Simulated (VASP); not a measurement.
Wanted: the native input for a VASP 6.6.1 run.

```
Task                   : single point
Functional             : LDA
Potentials or basis    : VASP PAW LDA potentials, release 64 (Ni)
Cutoff                 : 520 eV
k mesh                 : 22 × 22 × 22
Occupations            : gaussian, width 0.15 eV
Spin                   : collinear spin, ferromagnetic start
Starting moments       : [0.7] μB
Dipole correction      : no
Further INCAR settings : ALGO = Fast; EDIFF = 1e-06; NBANDS = 15
```

The structure of Ni lies in POSCAR:

```
Ni
1.0
    0.0000000000      1.7121260318      1.7121260318
    1.7121260318      0.0000000000      1.7121260318
    1.7121260318      1.7121260318      0.0000000000
Ni
1
Direct
    0.0000000000      0.0000000000      0.0000000000
```

The input as run:

INCAR

```
ALGO     = Fast           # electronic algorithm
EDIFF    = 1E-6           # SCF threshold, eV
ENCUT    = 520            # plane-wave cutoff, eV
ISIF     = 2              # what is computed and relaxed
ISMEAR   = 0              # smearing method
ISPIN    = 2              # spin polarisation
LASPH    = True           # aspherical terms in the spheres
LCHARG   = True           # write CHGCAR
LELF     = True           # ELF
LMAXMIX  = 4              # l up to which the mixer works
LORBIT   = 11             # projections on sites
LREAL    = False          # projectors in reciprocal space
LVHAR    = True         
LWAVE    = False          # write WAVECAR
MAGMOM   = 0.7            # initial moments
NBANDS   = 15             # bands
NELM     = 150            # most SCF steps
PREC     = Accurate       # precision mode
SIGMA    = 0.15           # smearing width, eV
```

KPOINTS

```
k-points
0
Gamma
  22 22 22
```

Potentials or basis: VASP PAW LDA potentials, release 64 (Ni).

Run with:

```console
$ cat potpaw_LDA.64/Ni/POTCAR > POTCAR
$ mpirun -np 1 vasp_std > vasp.out
```

It gave:

```yaml
Pressure: -0.4 GPa
Net_moment: 0.57 μB per cell
Site_moments: Ni +0.57 μB
Valence_electrons_inside_the_program's_atomic_spheres: Ni 9.47
```

It took 75 s on 1 thread of AMD EPYC 7R13 Processor (Zen 3) (shared host), peak memory 0.14 GiB.
